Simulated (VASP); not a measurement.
# Lu (Fm-3m) in VASP: a series of runs

The runs below take Lu through single point, relaxation of cell and atoms, with PBE.

Everything below comes from runs of VASP 6.6.1. Logs are shortened: lines on timing, memory, paths and dates and some standing lists are left out, and cuts for length are marked.

## Step 1: The cell of the first run

The structure is cubic, space group Fm-3m (No. 225). The conventional cell has a = 4.882 Å, b = 4.882 Å, c = 4.882 Å, α = 90.00°, β = 90.00°, γ = 90.00°. Within 4.5 Å of Lu (site symmetry m-3m) lie 12 Lu at 3.45 Å.

This isn't the form of Lu at room conditions, which is hcp.

## Step 2: Single point, PBE (29.09 Å³/atom)

Contents of INCAR:

```
SYSTEM = Lu
  PREC = Accurate
  ENCUT = 520
  EDIFF = 1E-7
  ISMEAR = -1
  SIGMA = 0.1
  LREAL = .False.
  LASPH = .True.
  NELM = 100
  ALGO = Normal
  ISIF = 2
  LWAVE = .False.
  LCHARG = .True.
  GGA = PE
  LELF = .True.
  LVHAR = .True.
  NBANDS = 18
```

Contents of KPOINTS:

```
regular mesh
0
Gamma
  15 15 15
  0 0 0
```

Contents of POSCAR:

```
Lu
1.0
    0.0000000000      2.4409205571      2.4409205571
    2.4409205571      0.0000000000      2.4409205571
    2.4409205571      2.4409205571      0.0000000000
Lu
1
Direct
    0.0000000000      0.0000000000      0.0000000000
```

Potentials or basis: VASP PAW PBE potentials, release 64 (Lu).

Command:

```console
$ cat potpaw_PBE.64/Lu/POTCAR > POTCAR
$ mpirun -np 1 vasp_std > vasp.out
```

OUTCAR:

```text
SYSTEM = Lu
   PREC = Accurate
   ENCUT = 520
   EDIFF = 1E-7
   ISMEAR = -1
   LREAL = .False.
   LASPH = .True.
   NELM = 100
   ISIF = 2
   GGA = PE

 ion  position               nearest neighbor table
   1  0.000  0.000  0.000-

  LATTYP: Found a face centered cubic cell.
 ALAT       =     4.8818411142

  Lattice vectors:

 A1 = (   0.0000000000,   2.4409205571,   2.4409205571)
 A2 = (   2.4409205571,   0.0000000000,   2.4409205571)
 A3 = (   2.4409205571,   2.4409205571,   0.0000000000)

Analysis of symmetry for initial positions (statically):
=====================================================================
 Subroutine PRICEL returns:
 Original cell was already a primitive cell.

 Routine SETGRP: Setting up the symmetry group for a
 face centered cubic supercell.

 Subroutine GETGRP returns: Found 48 space group operations
 (whereof 48 operations were pure point group operations)
 out of a pool of 48 trial point group operations.

The static configuration has the point symmetry O_h .

Analysis of symmetry for dynamics (positions and initial velocities):
=====================================================================
 Subroutine PRICEL returns:
 Original cell was already a primitive cell.

 Routine SETGRP: Setting up the symmetry group for a
 face centered cubic supercell.

 Subroutine GETGRP returns: Found 48 space group operations
 (whereof 48 operations were pure point group operations)
 out of a pool of 48 trial point group operations.

The dynamic configuration has the point symmetry O_h .

 Subroutine INISYM returns: Found 48 space group operations
 (whereof 48 operations are pure point group operations),
 and found     1 'primitive' translations

----------------------------------------------------------------------------------------

                                     Primitive cell

  volume of cell :      29.0865

  direct lattice vectors                    reciprocal lattice vectors
     0.000000000  2.440920557  2.440920557    -0.204840751  0.204840751  0.204840751
     2.440920557  0.000000000  2.440920557     0.204840751 -0.204840751  0.204840751
     2.440920557  2.440920557  0.000000000     0.204840751  0.204840751 -0.204840751

  length of vectors
     3.451982957  3.451982957  3.451982957     0.354794588  0.354794588  0.354794588

  position of ions in fractional coordinates (direct lattice)
     0.000000000  0.000000000  0.000000000

  ion indices of the primitive-cell ions
   primitive index   ion index
                 1           1

----------------------------------------------------------------------------------------

 KPOINTS: regular mesh

Automatic generation of k-mesh.
 Grid dimensions read from file:
 generate k-points for:   15   15   15

 Generating k-lattice:

  Cartesian coordinates                     Fractional coordinates (reciprocal lattice)
    -0.013656050  0.013656050  0.013656050     0.066666667  0.000000000  0.000000000
     0.013656050 -0.013656050  0.013656050     0.000000000  0.066666667  0.000000000
     0.013656050  0.013656050 -0.013656050     0.000000000  0.000000000  0.066666667

  Length of vectors
     0.023652973  0.023652973  0.023652973

  Shift w.r.t. Gamma in fractional coordinates (k-lattice)
     0.000000000  0.000000000  0.000000000

 Subroutine IBZKPT returns following result:
 ===========================================

 Found    120 irreducible k-points:

 Following reciprocal coordinates:
            Coordinates               Weight
  0.000000  0.000000  0.000000      1.000000
  0.066667  0.000000  0.000000      8.000000
  0.133333  0.000000  0.000000      8.000000
  0.200000  0.000000  0.000000      8.000000
  0.266667  0.000000  0.000000      8.000000
  0.333333  0.000000  0.000000      8.000000
[... 16 lines left out ...]
  0.133333  0.133333  0.000000      6.000000
  0.200000  0.133333  0.000000     24.000000
 [... further k-points ...]
   k-points           NKPTS =    120   k-points in BZ     NKDIM =    120   number of bands    NBANDS=     18
   number of dos      NEDOS =    301   number of ions     NIONS =      1
   total plane-waves  NPLWV =  21952
   dimension x,y,z NGX =    28 NGY =   28 NGZ =   28
   dimension x,y,z NGXF=    56 NGYF=   56 NGZF=   56
   ions per type =               1
   NGX,Y,Z   is equivalent  to a cutoff of  13.48, 13.48, 13.48 a.u.
   NGXF,Y,Z  is equivalent  to a cutoff of  26.97, 26.97, 26.97 a.u.
 SYSTEM =  Lu
   PREC   = accura    normal or accurate (medium, high low for compatibility)
   ISTART =      0    job   : 0-new  1-cont  2-samecut
   ICHARG =      2    charge: 1-file 2-atom 10-const
   ISPIN  =      1    spin polarized calculation?
   LNONCOLLINEAR =      F non collinear calculations
   LSORBIT =      F    spin-orbit coupling
   LASPH  =      T    aspherical Exc in radial PAW
   ENCUT  =  520.0 eV  38.22 Ry    6.18 a.u.   6.42  6.42  6.42*2*pi/ulx,y,z
   NELM   =    100;   NELMIN=  2; NELMDL= -5     # of ELM steps
   EDIFF  = 0.1E-06   stopping-criterion for ELM
   LREAL  =      F    real-space projection
   EDIFFG = 0.1E-05   stopping-criterion for IOM
   NSW    =      0    number of steps for IOM
   IBRION =     -1    ionic relax: 0-MD 1-quasi-New 2-CG
   NFREE  =      0    steps in history (QN), initial steepest desc. (CG)
   ISIF   =      2    stress and relaxation
   ISYM   =      2    0-nonsym 1-usesym 2-fastsym
   POTIM  = 0.5000    time-step for ionic-motion
   TEBEG  =    0.0;   TEEND  =   0.0 temperature during run
   PSTRESS=    0.0 pullay stress
   NELECT =      25.0000    total number of electrons
   NUPDOWN=      -1.0000    fix difference up-down
   EMIN   =  10.00;   EMAX   =-10.00  energy-range for DOS
   EFERMI =   0.00;   METHOD = LEGACY
   ISMEAR =    -1;   SIGMA  =   0.10  broadening in eV -4-tet -1-fermi 0-gaus
   EFERMI_NEDOS =   21; number of points for ismear=-14 and -15
   IALGO  =     38    algorithm
   IMIX   =      4    mixing-type and parameters
     AMIX     =   0.40;   BMIX     =  1.00
     AMIX_MAG =   1.60;   BMIX_MAG =  1.00
  volume/ion in A,a.u.               =      29.09       196.29
  Fermi-wavevector in a.u.,A,eV,Ry     =   1.556531  2.941418 32.964055  2.422790
  Thomas-Fermi vector in A             =   2.660314
   LORBIT       =      0    0 simple, 1 ext, 2 COOP (PROOUT), +10 PAW based schemes
   GGA     = PE    functional components
   LHFCALC =     F    Hartree Fock is set to
   AEXX    =    0.0000 exact exchange contribution
   IVDW    =     0    specifies the selected vdW correction
   LEPSILON=     F    determine dielectric tensor
   LRPA    =     F    only Hartree local field effects (RPA)
 non-spin polarized calculation
  energy-cutoff  :      520.00
  volume of cell :       29.09
 maximum number of plane-waves:       801
 NGX is ok and might be reduce to    28
   NGX = 13   NGY = 13   NGZ = 13

 number of electron      25.0000003 magnetization

 Free energy of the ion-electron system (eV)
  ---------------------------------------------------
  ext. energy  EPLUGINS =         0.00000000
  ---------------------------------------------------
  free energy    TOTEN  =        -4.50419620 eV

  energy without entropy =       -4.45289841  energy(sigma->0) =       -4.47854730

 E-fermi :   2.2848     XC(G=0): -10.6690

 val. band max:        2.2493857526   @ k =  -0.4667   0.2667   0.1333
 cond. band min:       2.2885573399   @ k =  -0.2667   0.3333   0.0667
 fundamental gap:      0.0391715874
 Fermi energy:         2.2847695603

 k-point     1 :       0.0000    0.0000    0.0000
  band No.  band energies     occupation
      1     -53.9404      2.00000
      2     -24.3640      2.00000
      3     -24.3640      2.00000
      4     -24.3640      2.00000
      5      -3.7968      2.00000
      6      -2.7460      2.00000
[... 10 lines left out ...]
     17       6.9130      0.00000
     18      12.5485      0.00000

 k-point     2 :       0.0667    0.0000    0.0000
  band No.  band energies     occupation
      1     -53.9392      2.00000
      2     -24.3866      2.00000
      3     -24.3669      2.00000
      4     -24.3669      2.00000
      5      -3.6732      2.00000
      6      -2.7435      2.00000
[... 10 lines left out ...]
     17       6.8408      0.00000
     18      12.8398      0.00000

 k-point     3 :       0.1333    0.0000    0.0000
  band No.  band energies     occupation
      1     -53.9355      2.00000
      2     -24.4497      2.00000
      3     -24.3752      2.00000
      4     -24.3752      2.00000
      5      -3.3136      2.00000
      6      -2.7367      2.00000
[... 10 lines left out ...]
     17       6.6984      0.00000
     18      13.4857      0.00000

 k-point     4 :       0.2000    0.0000    0.0000
  band No.  band energies     occupation
      1     -53.9302      2.00000
      2     -24.5413      2.00000
      3     -24.3874      2.00000
      4     -24.3874      2.00000
      5      -2.7553      2.00000
      6      -2.7282      2.00000
[... 10 lines left out ...]
     17       6.6862      0.00000
     18      12.9414      0.00000

 k-point     5 :       0.2667    0.0000    0.0000
  band No.  band energies     occupation
      1     -53.9241      2.00000
      2     -24.6443      2.00000
      3     -24.4013      2.00000
      4     -24.4013      2.00000
      5      -2.7249      2.00000
      6      -2.6930      2.00000
[... 10 lines left out ...]
     17       6.9895      0.00000
     18      12.0922      0.00000

 k-point     6 :       0.3333    0.0000    0.0000
  band No.  band energies     occupation
      1     -53.9182      2.00000
      2     -24.7409      2.00000
      3     -24.4145      2.00000
      4     -24.4145      2.00000
      5      -2.7271      2.00000
      6      -2.6850      2.00000
[... 10 lines left out ...]
     17       7.5527      0.00000
     18      11.3828      0.00000

 k-point     7 :       0.4000    0.0000    0.0000
  band No.  band energies     occupation
      1     -53.9137      2.00000
      2     -24.8152      2.00000
      3     -24.4249      2.00000
      4     -24.4249      2.00000
      5      -2.7304      2.00000
      6      -2.6945      2.00000
[... 10 lines left out ...]
     17       8.1766      0.00000
     18      10.8170      0.00000

 k-point     8 :       0.4667    0.0000    0.0000
  band No.  band energies     occupation
      1     -53.9112      2.00000
      2     -24.8553      2.00000
      3     -24.4305      2.00000
      4     -24.4305      2.00000
      5      -2.7325      2.00000
      6      -2.6999      2.00000
[... 10 lines left out ...]
     17       8.6108      0.00000
     18      10.4489      0.00000
[... 229 lines left out ...]
     17       7.6474      0.00000
     18      12.0495      0.00000

 k-point    20 :      -0.2000    0.0667    0.0000
  band No.  band energies     occupation
      1     -53.9273      2.00000
      2     -24.5789      2.00000
      3     -24.4128      2.00000
      4     -24.3865      2.00000
      5      -2.7238      2.00000
      6      -2.6996      2.00000
[... 10 lines left out ...]
     17       7.1753      0.00000
     18      12.8717      0.00000

 k-point    21 :      -0.1333    0.0667    0.0000
  band No.  band energies     occupation
      1     -53.9329      2.00000
      2     -24.4864      2.00000
      3     -24.3962      2.00000
      4     -24.3750      2.00000
      5      -3.0432      2.00000
      6      -2.7316      2.00000
[... 10 lines left out ...]
     17       6.9475      0.00000
     18      13.7117      0.00000

 k-point    22 :      -0.0667    0.0667    0.0000
  band No.  band energies     occupation
      1     -53.9371      2.00000
      2     -24.4179      2.00000
      3     -24.3800      2.00000
      4     -24.3680      2.00000
      5      -3.4708      2.00000
      6      -2.7395      2.00000
[... 10 lines left out ...]
     17       6.9020      0.00000
     18      13.2897      0.00000

 k-point    23 :       0.1333    0.1333    0.0000
  band No.  band energies     occupation
      1     -53.9339      2.00000
      2     -24.4475      2.00000
      3     -24.3941      2.00000
      4     -24.3941      2.00000
      5      -3.1528      2.00000
      6      -2.7328      2.00000
[... 10 lines left out ...]
     17       7.1627      0.00000
     18      13.9971      0.00000

 k-point    24 :       0.2000    0.1333    0.0000
  band No.  band energies     occupation
      1     -53.9300      2.00000
      2     -24.5071      2.00000
      3     -24.4095      2.00000
      4     -24.4054      2.00000
      5      -2.7441      2.00000
      6      -2.7246      2.00000
[... 10 lines left out ...]
     17       7.2785      0.00000
     18      14.3860      0.00000

 [... further k-points ...]

------------------------ aborting loop because EDIFF is reached ----------------------------------------

  FORCE on cell =-STRESS in cart. coord.  units (eV):
  Direction    XX          YY          ZZ          XY          YZ          ZX
  --------------------------------------------------------------------------------------
  -------------------------------------------------------------------------------------
  Total        0.0239039      0.0239039      0.0239039      0.0000000      0.0000000      0.0000000
  in kB        1.3167048      1.3167048      1.3167048      0.0000000      0.0000000      0.0000000
  external PRESSURE =       1.3167048 kB  Pullay stress =       0.0000000 kB

 VOLUME and BASIS-vectors are now :
 -----------------------------------------------------------------------------
  energy-cutoff  :      520.00
  volume of cell :       29.09
      direct lattice vectors                 reciprocal lattice vectors
     0.000000000  2.440920557  2.440920557    -0.204840751  0.204840751  0.204840751
     2.440920557  0.000000000  2.440920557     0.204840751 -0.204840751  0.204840751
     2.440920557  2.440920557  0.000000000     0.204840751  0.204840751 -0.204840751

 POSITION                                       TOTAL-FORCE (eV/Angst)
 -----------------------------------------------------------------------------------
      0.00000      0.00000      0.00000         0.000000      0.000000     -0.000000
 -----------------------------------------------------------------------------------
    total drift:                               -0.000000     -0.000000     -0.000000

  FREE ENERGIE OF THE ION-ELECTRON SYSTEM (eV)
  ---------------------------------------------------
  free  energy   TOTEN  =        -4.5041962038 eV

  energy  without entropy=       -4.4528984053  energy(sigma->0) =       -4.47854730
```

It took 3.6 min on 1 thread of Intel Xeon 8259CL, shared host; peak memory 0.22 GiB.

Results:

* Free energy: -4.5042 eV
* Pressure: 0.1 GPa
* Band gap on the k mesh: zero (an odd number of electrons rules out a gap without spin polarisation)

Caveat: spin-orbit coupling is left out, which moves the levels of the heavy elements.

(Continued in part 2 of 2.)
